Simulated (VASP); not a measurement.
The system is HfO2.

```
Hf O
1.0
     4.81353    0.00000    0.00000
     0.00000    4.81353    0.00000
     0.00000    0.00000    3.20541
Hf O
2 4
Direct
  0.00000 0.00000 0.00000
  0.50000 0.50000 0.50000
  0.19495 0.80505 0.50000
  0.30505 0.30505 0.00000
  0.69495 0.69495 0.00000
  0.80505 0.19495 0.50000
```

```yaml
Program: VASP 6.6.1
Task: relaxation of cell and atoms
Functional: BLYP
Dispersion: D3(BJ)
Potentials_or_basis: VASP PAW PBE potentials, release 64 (Hf_pv, O)
Cutoff: 600 eV
k_mesh: 6 × 6 × 8
Occupations: fermi-dirac, width 0.02 eV
Spin: no spin polarisation
```

At the start: pressure 5.0 GPa; volume 12.38 Å³/atom.

Problem. Where does the relaxation end?

Solution. Over 9 steps the energy falls by 4.2 meV/atom and the volume is 12.64 Å³/atom (+2.1 %); space group P4_2/mnm (No. 136, to 0.05 Å).

Step by step:
```
step  energy change (eV)  largest force (eV/Å)  pressure (GPa)  volume (Å³)
   1              0.0000                0.1162            5.02        74.27
   2              0.0428                0.1965           -7.38        78.52
   3             -0.0248                0.0153           -0.11        75.84
   4             -0.0248                0.0115            0.13        75.79
   5             -0.0250                0.0111            0.06        75.84
   6             -0.0250                0.0116            0.08        75.84
   7             -0.0250                0.0110            0.07        75.84
   8             -0.0249                0.0004            0.12        75.81
   9             -0.0250                0.0099            0.08        75.84
```

Final structure:
```cif
data_structure
_symmetry_space_group_name_H-M 'P 1'
_symmetry_Int_Tables_number 1
_cell_length_a 4.8469
_cell_length_b 4.8469
_cell_length_c 3.2281
_cell_angle_alpha 90.000
_cell_angle_beta 90.000
_cell_angle_gamma 90.000
_cell_volume 75.84
loop_
_atom_site_label
_atom_site_type_symbol
_atom_site_fract_x
_atom_site_fract_y
_atom_site_fract_z
_atom_site_occupancy
Hf1 Hf 0.00000 0.00000 0.00000 1
Hf2 Hf 0.50000 0.50000 0.50000 1
O1 O 0.19519 0.80481 0.50000 1
O2 O 0.30481 0.30481 0.00000 1
O3 O 0.69519 0.69519 0.00000 1
O4 O 0.80481 0.19519 0.50000 1
```

Caveat: the PAW data sets were made with another functional, which shifts forces and pressure a little.
